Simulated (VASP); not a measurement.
Wanted: the native input for a VASP 6.6.1 run.

```yaml
Task: single point
Functional: PBE
Potentials_or_basis: VASP PAW PBE potentials, release 64 (Al)
Cutoff: 520 eV
k_mesh: 9 × 8 × 1
Occupations: fermi-dirac, width 0.025 eV
Spin: no spin polarisation
Dipole_correction: yes
Further_INCAR_settings: ALGO = Normal; EDIFF = 1e-06; NBANDS = 32; ISYM = 0
```

The structure of Al lies in POSCAR:

```
Al
1.0
    4.0406222370      0.0000000000      0.0000000000
   -2.0203111185      4.5175529967      0.0000000000
    0.0000000000      0.0000000000     25.8421271921
Al
13
Direct
    0.7000000000      0.4000000000      0.2902237863
    0.4000000000      0.8000000000      0.3251864886
    0.1000000000      0.2000000000      0.3601491909
    0.8000000000      0.6000000000      0.3951118932
    0.5000000000      0.0000000000      0.4300745954
    0.2000000000      0.4000000000      0.4650372977
    0.9000000000      0.8000000000      0.5000000000
    0.6000000000      0.2000000000      0.5349627023
    0.3000000000      0.6000000000      0.5699254046
    0.0000000000      0.0000000000      0.6048881068
    0.7000000000      0.4000000000      0.6398508091
    0.4000000000      0.8000000000      0.6748135114
    0.1000000000      0.2000000000      0.7097762137
```

The input as run:

INCAR

```
  PREC = Accurate
  ENCUT = 520
  EDIFF = 1E-6
  ISMEAR = -1
  SIGMA = 0.025
  LREAL = F
  LASPH = T
  NELM = 60
  ALGO = Normal
  ISIF = 2
  LWAVE = F
  LCHARG = T
  LDIPOL = T
  IDIPOL = 3
  DIPOL = 0.5 0.5 0.500
  GGA = PE
  LELF = T
  LVHAR = T
  LVACPOTAV = T
  NBANDS = 32
  ISYM = 0
```

KPOINTS

```
Automatic mesh
0
Gamma
  9 8 1
```

Potentials or basis: VASP PAW PBE potentials, release 64 (Al).

Launch:

```console
$ cat potpaw_PBE.64/Al/POTCAR > POTCAR
$ mpirun -np 1 vasp_std > vasp.out
```

Results of the run:

```yaml
Largest_force: 0.326 eV/Å
Band_gap_on_the_k_mesh: zero (an odd number of electrons rules out a gap without spin polarisation)
```

Wall time 24 min on 1 thread of Intel Xeon 8259CL, on a shared host, peak memory 0.74 GiB.
